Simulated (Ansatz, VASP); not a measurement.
## Sb in VASP and in Ansatz

Contents of INCAR:

```
PREC     = Accurate       # precision mode
ENCUT    = 500            # plane-wave cutoff, eV
EDIFF    = 1E-6           # SCF threshold, eV
ISMEAR   = -1             # smearing method
SIGMA    = 0.1            # smearing width, eV
LREAL    = F              # projectors in reciprocal space
LASPH    = T              # aspherical terms in the spheres
NELM     = 120            # most SCF steps
ALGO     = Normal         # electronic algorithm
ISIF     = 2              # what is computed and relaxed
LWAVE    = F              # write WAVECAR
LCHARG   = F              # write CHGCAR
GGA      = CA             # functional
NBANDS   = 8              # bands
GGA_COMPAT= F
```

File KPOINTS:

```
regular mesh
0
Gamma
  15 15 15
```

The input POSCAR:

```
Sb
1.0
    0.0000000000      1.7270435996      1.7270435996
    1.7270435996      0.0000000000      1.7270435996
    1.7270435996      1.7270435996      0.0000000000
Sb
1
Direct
    0.0000000000      0.0000000000      0.0000000000
```

Input for Ansatz:

```yaml
crystal:
  lattice:
    - [0.0, 1.7270435996, 1.7270435996]
    - [1.7270435996, 0.0, 1.7270435996]
    - [1.7270435996, 1.7270435996, 0.0]
  atoms:
    - { symbol: Sb, position: [0.0, 0.0, 0.0] }
kpoints:
  mp_grid: { grid: [15, 15, 15] }
scf:
  occupations: { method: fermi_dirac, width: 0.1 }
hamiltonian:
  xc: lda
  pseudopotentials: { kind: paw, level: accurate }
output:
  forces: true
  stress: true
  eigenvalues: true
  write_density: true
  write_potential: true
  elf: true
  volumetric_format: npy
```

Alike in both runs: task single point; functional LDA; k mesh 15 × 15 × 15; occupations fermi-dirac, width 0.1 eV; no spin polarisation.

```csv
,VASP,Ansatz
version,VASP 6.6.1,Ansatz 0.2.0
potentials or method,"VASP PAW LDA potentials, release 64 (Sb)","PAW with other files of Ansatz's library (level accurate), scalar-relativistic"
plane-wave cutoff (eV),500,430
valence electrons in the cell,5,15
```

|  | VASP | Ansatz | Ansatz less VASP |
| --- | --- | --- | --- |
| pressure (GPa) | 556.8 | 527.2 | -29.59 |

LDA's correlation is that of Perdew and Zunger in VASP and of Perdew and Wang (1992) in Ansatz. Both programs put the cell under a high pressure, so it lies far from rest at this level. VASP's potentials hold 5 valence electrons a cell and Ansatz's 15, so a difference there can come from the potentials and not from the codes. Ansatz's warnings: written density without core change.

Spin-orbit coupling is off throughout. Noted on VASP's run: the cell as given lies far from equilibrium.
